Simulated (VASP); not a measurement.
**Si: single point with PBEsol**

Si:

```xyz
4
Lattice="-0.2786 2.6876 4.8364 2.0626 0.0000 4.6911 2.3411 2.6876 -0.1453" Properties=species:S:1:pos:R:3 pbc="T T T"
Si    2.0626    4.0647    4.6911
Si    2.0626    1.7466    4.6911
Si    1.8117    2.4695    7.5495
Si    2.3134    2.4695    1.8327
```

This cell differs from its parent crystal: strained and its atoms moved.

| Item | Value |
| --- | --- |
| Program | VASP 6.6.1 |
| Task | single point |
| Functional | PBEsol |
| Potentials or basis | VASP PAW PBE potentials, release 64 (Si) |
| Cutoff | 520 eV |
| k mesh | 12 × 12 × 12 |
| Occupations | gaussian, width 0.1 eV |
| Spin | no spin polarisation |

```yaml
Pressure: 8.2 GPa
Largest_force: 2.238 eV/Å
Band_gap_on_the_k_mesh: zero (bands 8 and 9 overlap by 4.39 eV)
```

Forces on the atoms (eV/Å):
```
Si   0.000 -0.918  0.000
Si   0.000 -0.915  0.000
Si   1.762  0.916 -1.031
Si  -1.762  0.916  1.031
```

Stress tensor (GPa, compression positive):
```
14.52  0.00  7.28
 0.00  3.32  0.00
 7.28  0.00  6.69
```

Levels at points of the mesh, in eV from the Fermi level:
| k point | band 6 | band 7 | band 8 | band 9 | band 10 | band 11 |
| --- | --- | --- | --- | --- | --- | --- |
| (0.00, 0.00, 0.00) | -1.68 | -1.65 | -1.14 | -0.79 | 1.36 | 2.32 |
| (0.50, 0.00, 0.00) | -2.36 | -1.64 | -0.33 | 0.89 | 1.72 | 3.06 |
| (0.00, 0.50, 0.00) | -1.64 | -0.98 | 0.21 | 0.79 | 1.06 | 2.40 |
| (0.50, 0.50, 0.00) | -1.83 | -1.19 | 0.65 | 1.31 | 1.78 | 2.49 |
| (0.50, 0.00, 0.50) | -4.98 | -3.45 | -3.12 | -2.64 | -1.15 | 3.14 |
| (0.00, 0.50, 0.50) | -5.98 | -2.98 | -2.35 | -1.23 | 1.61 | 3.19 |

Run time: 14 min on 1 thread of Intel Xeon 8259CL, on a shared host, peak memory 0.44 GiB.

Caveat: the cell differs from its parent crystal (strained and its atoms moved); the stress differs along the axes, from 3 to 15 GPa; the PAW data sets were made with another functional, which shifts forces and pressure a little.
